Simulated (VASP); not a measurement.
# Sn (Immm) in VASP: a series of runs

Sn is run at these levels: BLYP, PBEsol, LDA; tasks: single point.

Everything below comes from runs of VASP 6.6.1. Logs are shortened: lines on timing, memory, paths and dates and some standing lists are left out, and cuts for length are marked.

### 1 The cell of the first run

It takes space group Immm (No. 71, orthorhombic). Conventional cell: a = 3.453 Å, b = 3.551 Å, c = 4.677 Å, α = 90.00°, β = 90.00°, γ = 90.00°. Sn (site symmetry mmm) has 14 Sn at 3.41 to 4.68 Å within 4.7 Å.

### 2 Single point, BLYP

Contents of INCAR:

```
AGGAC = 1.0
AGGAX = 1.0
ALDAC = 0.0
ALDAX = 1.0
ALGO = Normal
EDIFF = 1E-6
ENCUT = 520
GGA = B5
ISIF = 2
ISMEAR = 1
LASPH = T
LCHARG = T
LELF = T
LREAL = F
LVHAR = T
LWAVE = F
NBANDS = 13
NELM = 80
PREC = Accurate
SIGMA = 0.1
```

Contents of KPOINTS:

```
k-points
0
Gamma
  11 11 11
```

Contents of POSCAR:

```
Sn
1.0
   -1.7265390000      1.7755470000      2.3383420000
    1.7265390000     -1.7755470000      2.3383420000
    1.7265390000      1.7755470000     -2.3383420000
Sn
1
Direct
    0.0000000000      0.0000000000      0.0000000000
```

Potentials or basis: VASP PAW PBE potentials, release 64 (Sn_d).

Launch:

```bash
cat potpaw_PBE.64/Sn_d/POTCAR > POTCAR
mpirun -np 1 vasp_std > vasp.out
```

OUTCAR:

```text
EDIFF = 1E-6
   ENCUT = 520
   GGA = B5
   ISIF = 2
   ISMEAR = 1
   LASPH = T
   LREAL = F
   NELM = 80
   PREC = Accurate

 ion  position               nearest neighbor table
   1  0.000  0.000  0.000-

  LATTYP: Found a body centered orthorhombic cell.
 ALAT       =     3.4530780000
 B/A-ratio  =     1.0283851103
 C/A-ratio  =     1.3543522620

  Lattice vectors:

 A1 = (  -1.7265390000,   1.7755470000,   2.3383420000)
 A2 = (   1.7265390000,  -1.7755470000,   2.3383420000)
 A3 = (   1.7265390000,   1.7755470000,  -2.3383420000)

Analysis of symmetry for initial positions (statically):
=====================================================================
 Subroutine PRICEL returns:
 Original cell was already a primitive cell.

 Routine SETGRP: Setting up the symmetry group for a
 body centered orthorhombic supercell.

 Subroutine GETGRP returns: Found  8 space group operations
 (whereof  8 operations were pure point group operations)
 out of a pool of  8 trial point group operations.

The static configuration has the point symmetry D_2h.

Analysis of symmetry for dynamics (positions and initial velocities):
=====================================================================
 Subroutine PRICEL returns:
 Original cell was already a primitive cell.

 Routine SETGRP: Setting up the symmetry group for a
 body centered orthorhombic supercell.

 Subroutine GETGRP returns: Found  8 space group operations
 (whereof  8 operations were pure point group operations)
 out of a pool of  8 trial point group operations.

The dynamic configuration has the point symmetry D_2h.

 Subroutine INISYM returns: Found  8 space group operations
 (whereof  8 operations are pure point group operations),
 and found     1 'primitive' translations

----------------------------------------------------------------------------------------

                                     Primitive cell

  volume of cell :      28.6732

  direct lattice vectors                    reciprocal lattice vectors
    -1.726539000  1.775547000  2.338342000     0.000000000  0.281603359  0.213826720
     1.726539000 -1.775547000  2.338342000     0.289596702  0.000000000  0.213826720
     1.726539000  1.775547000 -2.338342000     0.289596702  0.281603359  0.000000000

  length of vectors
     3.406075069  3.406075069  3.406075069     0.353584952  0.359983494  0.403938983

  position of ions in fractional coordinates (direct lattice)
     0.000000000  0.000000000  0.000000000

  ion indices of the primitive-cell ions
   primitive index   ion index
                 1           1

----------------------------------------------------------------------------------------

 KPOINTS: k-points

Automatic generation of k-mesh.
 Grid dimensions read from file:
 generate k-points for:   11   11   11

 Generating k-lattice:

  Cartesian coordinates                     Fractional coordinates (reciprocal lattice)
     0.000000000  0.025600305  0.019438793     0.090909091  0.000000000 -0.000000000
     0.026326973  0.000000000  0.019438793     0.000000000  0.090909091  0.000000000
     0.026326973  0.025600305  0.000000000    -0.000000000  0.000000000  0.090909091

  Length of vectors
     0.032144087  0.032725772  0.036721726

  Shift w.r.t. Gamma in fractional coordinates (k-lattice)
     0.000000000  0.000000000  0.000000000

 Subroutine IBZKPT returns following result:
 ===========================================

 Found    216 irreducible k-points:

 Following reciprocal coordinates:
            Coordinates               Weight
  0.000000  0.000000  0.000000      1.000000
  0.090909  0.000000  0.000000      4.000000
  0.181818 -0.000000  0.000000      4.000000
  0.272727  0.000000  0.000000      4.000000
  0.363636 -0.000000  0.000000      4.000000
  0.454545  0.000000  0.000000      4.000000
[... 16 lines left out ...]
  0.454545  0.181818  0.000000      8.000000
 -0.454545  0.181818  0.000000      8.000000
 [... further k-points ...]
   k-points           NKPTS =    216   k-points in BZ     NKDIM =    216   number of bands    NBANDS=     13
   number of dos      NEDOS =    301   number of ions     NIONS =      1
   total plane-waves  NPLWV =  21952
   dimension x,y,z NGX =    28 NGY =   28 NGZ =   28
   dimension x,y,z NGXF=    56 NGYF=   56 NGZF=   56
   ions per type =               1
   NGX,Y,Z   is equivalent  to a cutoff of  13.67, 13.67, 13.67 a.u.
   NGXF,Y,Z  is equivalent  to a cutoff of  27.33, 27.33, 27.33 a.u.
 SYSTEM =  unknown system
   PREC   = accura    normal or accurate (medium, high low for compatibility)
   ISTART =      0    job   : 0-new  1-cont  2-samecut
   ICHARG =      2    charge: 1-file 2-atom 10-const
   ISPIN  =      1    spin polarized calculation?
   LNONCOLLINEAR =      F non collinear calculations
   LSORBIT =      F    spin-orbit coupling
   LASPH  =      T    aspherical Exc in radial PAW
   ENCUT  =  520.0 eV  38.22 Ry    6.18 a.u.   6.33  6.33  6.33*2*pi/ulx,y,z
   NELM   =     80;   NELMIN=  2; NELMDL= -5     # of ELM steps
   EDIFF  = 0.1E-05   stopping-criterion for ELM
   LREAL  =      F    real-space projection
   EDIFFG = 0.1E-04   stopping-criterion for IOM
   NSW    =      0    number of steps for IOM
   IBRION =     -1    ionic relax: 0-MD 1-quasi-New 2-CG
   NFREE  =      0    steps in history (QN), initial steepest desc. (CG)
   ISIF   =      2    stress and relaxation
   ISYM   =      2    0-nonsym 1-usesym 2-fastsym
   POTIM  = 0.5000    time-step for ionic-motion
   TEBEG  =    0.0;   TEEND  =   0.0 temperature during run
   PSTRESS=    0.0 pullay stress
   NELECT =      14.0000    total number of electrons
   NUPDOWN=      -1.0000    fix difference up-down
   EMIN   =  10.00;   EMAX   =-10.00  energy-range for DOS
   EFERMI =   0.00;   METHOD = LEGACY
   ISMEAR =     1;   SIGMA  =   0.10  broadening in eV -4-tet -1-fermi 0-gaus
   EFERMI_NEDOS =   21; number of points for ismear=-14 and -15
   IALGO  =     38    algorithm
   IMIX   =      4    mixing-type and parameters
     AMIX     =   0.40;   BMIX     =  1.00
     AMIX_MAG =   1.60;   BMIX_MAG =  1.00
  volume/ion in A,a.u.               =      28.67       193.50
  Fermi-wavevector in a.u.,A,eV,Ry     =   1.289116  2.436076 22.610433  1.661820
  Thomas-Fermi vector in A             =   2.421028
   LORBIT       =      0    0 simple, 1 ext, 2 COOP (PROOUT), +10 PAW based schemes
   GGA     = B5    functional components
   LHFCALC =     F    Hartree Fock is set to
   AEXX    =    0.0000 exact exchange contribution
   IVDW    =     0    specifies the selected vdW correction
   LEPSILON=     F    determine dielectric tensor
   LRPA    =     F    only Hartree local field effects (RPA)
 non-spin polarized calculation
 Methfessel and Paxton  Order N= 1 SIGMA  =   0.10
  energy-cutoff  :      520.00
  volume of cell :       28.67
 maximum number of plane-waves:       788
 NGX is ok and might be reduce to    28
   NGX = 13   NGY = 13   NGZ = 13

 number of electron      13.9999998 magnetization

 Free energy of the ion-electron system (eV)
  ---------------------------------------------------
  ext. energy  EPLUGINS =         0.00000000
  ---------------------------------------------------
  free energy    TOTEN  =        -2.94320619 eV

  energy without entropy =       -2.94333893  energy(sigma->0) =       -2.94325044

 E-fermi :   8.0100     XC(G=0):  -9.5026

 val. band max:        7.9712274198   @ k =  -0.1818   0.3636   0.0000
 cond. band min:       8.0112594547   @ k =   0.1818   0.1818   0.1818
 fundamental gap:      0.0400320349
 Fermi energy:         8.0099994543

 k-point     1 :       0.0000    0.0000    0.0000
  band No.  band energies     occupation
      1     -13.5647      2.00000
      2     -13.5490      2.00000
      3     -13.5306      2.00000
      4     -13.5011      2.00000
      5     -13.4634      2.00000
      6      -2.7937      2.00000
      7      14.7884      0.00000
      8      14.9422      0.00000
      9      15.3242      0.00000
     10      18.9209      0.00000
     11      19.2232      0.00000
     12      19.7780      0.00000
     13      19.8818      0.00000

 k-point     2 :       0.0909    0.0000    0.0000
  band No.  band energies     occupation
      1     -13.5609      2.00000
      2     -13.5435      2.00000
      3     -13.5292      2.00000
      4     -13.4993      2.00000
      5     -13.4643      2.00000
      6      -2.6355      2.00000
      7      13.3341      0.00000
      8      14.7520      0.00000
      9      15.0355      0.00000
     10      18.2084      0.00000
     11      19.8390      0.00000
     12      20.2560      0.00000
     13      21.3612      0.00000

 k-point     3 :       0.1818   -0.0000    0.0000
  band No.  band energies     occupation
      1     -13.5530      2.00000
      2     -13.5367      2.00000
      3     -13.5261      2.00000
      4     -13.4863      2.00000
      5     -13.4639      2.00000
      6      -2.1617      2.00000
      7      10.6998      0.00000
      8      14.4210      0.00000
      9      14.4543      0.00000
     10      17.8624      0.00000
     11      20.2232      0.00000
     12      20.2785      0.00000
     13      21.1980      0.00000
[... 305 lines left out ...]
 k-point    23 :       0.4545    0.1818    0.0000
  band No.  band energies     occupation
      1     -13.5582      2.00000
      2     -13.5186      2.00000
      3     -13.5004      2.00000
      4     -13.4490      2.00000
      5     -13.4202      2.00000
      6       1.4724      2.00000
      7       4.3781      2.00000
      8       9.8074     -0.00000
      9      12.3360      0.00000
     10      15.9349      0.00000
     11      20.4559      0.00000
     12      21.6956      0.00000
     13      23.4481      0.00000

 k-point    24 :      -0.4545    0.1818    0.0000
  band No.  band energies     occupation
      1     -13.5638      2.00000
      2     -13.5240      2.00000
      3     -13.4963      2.00000
      4     -13.4576      2.00000
      5     -13.4182      2.00000
      6       0.5331      2.00000
      7       5.7484      2.00000
      8      10.4075      0.00000
      9      12.0319      0.00000
     10      15.6649      0.00000
     11      20.4784      0.00000
     12      21.5605      0.00000
     13      22.9108      0.00000

 [... further k-points ...]
[... 5 lines left out ...]
  --------------------------------------------------------------------------------------
  -------------------------------------------------------------------------------------
  Total        0.6951264      0.3342046      0.6342061     -0.0000000      0.0000000      0.0000000
  in kB       38.8416621     18.6743889     35.4376101     -0.0000000      0.0000000      0.0000000
  external PRESSURE =      30.9845537 kB  Pullay stress =       0.0000000 kB

 VOLUME and BASIS-vectors are now :
 -----------------------------------------------------------------------------
  energy-cutoff  :      520.00
  volume of cell :       28.67
      direct lattice vectors                 reciprocal lattice vectors
    -1.726539000  1.775547000  2.338342000     0.000000000  0.281603359  0.213826720
     1.726539000 -1.775547000  2.338342000     0.289596702  0.000000000  0.213826720
     1.726539000  1.775547000 -2.338342000     0.289596702  0.281603359  0.000000000

 POSITION                                       TOTAL-FORCE (eV/Angst)
 -----------------------------------------------------------------------------------
      0.00000      0.00000      0.00000         0.000000     -0.000000      0.000000
 -----------------------------------------------------------------------------------
    total drift:                               -0.000000     -0.000000     -0.000000

  FREE ENERGIE OF THE ION-ELECTRON SYSTEM (eV)
  ---------------------------------------------------
  free  energy   TOTEN  =        -2.9432061929 eV

  energy  without entropy=       -2.9433389259  energy(sigma->0) =       -2.94325044
```

It took 2.5 min on 1 thread of Intel Xeon 8259CL, shared host; peak memory 0.21 GiB.

What came out:

| Property | Result |
| --- | --- |
| Free energy | -2.9432 eV |
| Pressure | 3.1 GPa |
| Band gap on the k mesh | zero (bands 7 and 8 overlap by 8.48 eV) |

Caveat: the cell stands under pressure; the PAW data sets were made with another functional, which shifts forces and pressure a little; spin-orbit coupling is left out, which moves the levels of the heavy elements.

### 3 Single point, PBEsol

Contents of INCAR:

```
SYSTEM = Sn
  PREC = Accurate
  ENCUT = 520
  EDIFF = 1E-6
  ISMEAR = 1
  SIGMA = 0.1
  LREAL = .False.
  LASPH = .True.
  NELM = 60
  ALGO = Normal
  ISIF = 2
  LWAVE = .False.
  LCHARG = .False.
  GGA = PS
  NBANDS = 13
```

Contents of KPOINTS:

```
regular mesh
0
Gamma
  11 11 11
  0 0 0
```

POSCAR is that of step 2.

Potentials or basis: VASP PAW PBE potentials, release 64 (Sn_d).

Launch:

```bash
cat potpaw_PBE.64/Sn_d/POTCAR > POTCAR
mpirun -np 1 vasp_std > vasp.out
```

Run time: 2 min. Hardware: 1 thread of Intel Xeon 8259CL, shared host; peak memory 0.21 GiB.

It converged, with:

| Item | Value |
| --- | --- |
| Free energy | -4.2112 eV |
| Pressure | -3.6 GPa |
| Band gap on the k mesh | zero (bands 7 and 8 overlap by 8.79 eV) |

Stress tensor (GPa, compression positive):
```
-2.91  0.00  0.00
 0.00 -4.77  0.00
 0.00  0.00 -3.22
```

Levels at points of the mesh, in eV from the Fermi level:
```tsv
k point	band 5	band 6	band 7	band 8	band 9	band 10
(0.00, 0.00, 0.00)	-21.35	-10.78	7.01	7.15	7.56	10.62
```

Caveat: the cell stands under tension; the PAW data sets were made with another functional, which shifts forces and pressure a little; spin-orbit coupling is left out, which moves the levels of the heavy elements.

### 4 Single point, LDA

Contents of INCAR:

```
PREC = Accurate
ENCUT = 520
EDIFF = 1E-6
ISMEAR = 1
SIGMA = 0.1
LREAL = F
LASPH = T
NELM = 60
ALGO = Normal
ISIF = 2
LWAVE = F
LCHARG = T
LELF = T
LVHAR = T
NBANDS = 13
```

Contents of KPOINTS:

```
regular mesh
0
Gamma
  11 11 11
```

POSCAR is that of step 3.

Potentials or basis: VASP PAW LDA potentials, release 64 (Sn_d).

Launch:

```bash
cat potpaw_LDA.64/Sn_d/POTCAR > POTCAR
mpirun -np 1 vasp_std > vasp.out
```

Wall time 1.8 min (1 thread of Intel Xeon 8259CL, shared host); peak memory 0.2 GiB.

The run converged. Its results:

```
Free energy            : -4.3998 eV
Pressure               : -4.7 GPa
Band gap on the k mesh : zero (bands 7 and 8 overlap by 8.66 eV)
```

Stress tensor (GPa, compression positive):
```
-3.95  0.00  0.00
 0.00 -5.82  0.00
 0.00  0.00 -4.27
```

Levels at points of the mesh, in eV from the Fermi level:
```tsv
k point	band 4	band 5	band 6	band 7	band 8	band 9	band 10	band 11
(0.00, 0.00, 0.00)	-21.40	-21.36	-10.79	6.90	7.05	7.44	10.72	11.19
```

Caveat: the cell stands under tension; spin-orbit coupling is left out, which moves the levels of the heavy elements.

### 5 The runs side by side

| level | potentials or basis | gap on the mesh (eV) | pressure (GPa) |
| --- | --- | --- | --- |
| BLYP | VASP PAW PBE potentials, release 64 (Sn_d) | none | 3.1 |
| PBEsol | VASP PAW PBE potentials, release 64 (Sn_d) | none | -3.6 |
| LDA | VASP PAW LDA potentials, release 64 (Sn_d) | none | -4.7 |

Alike in all rows: task single point; no spin polarisation; cell as given; k mesh 11 × 11 × 11; cutoff (eV) 520; smearing methfessel-paxton 0.1 eV.

Caveats: spin-orbit coupling is left out, which moves the levels of the heavy elements; the PAW data sets were made with another functional, which shifts forces and pressure a little (at least some runs); the cell stands under tension (at least some runs); the cell stands under pressure (at least some runs).

Absolute energies hang on the potentials; compare differences alone.
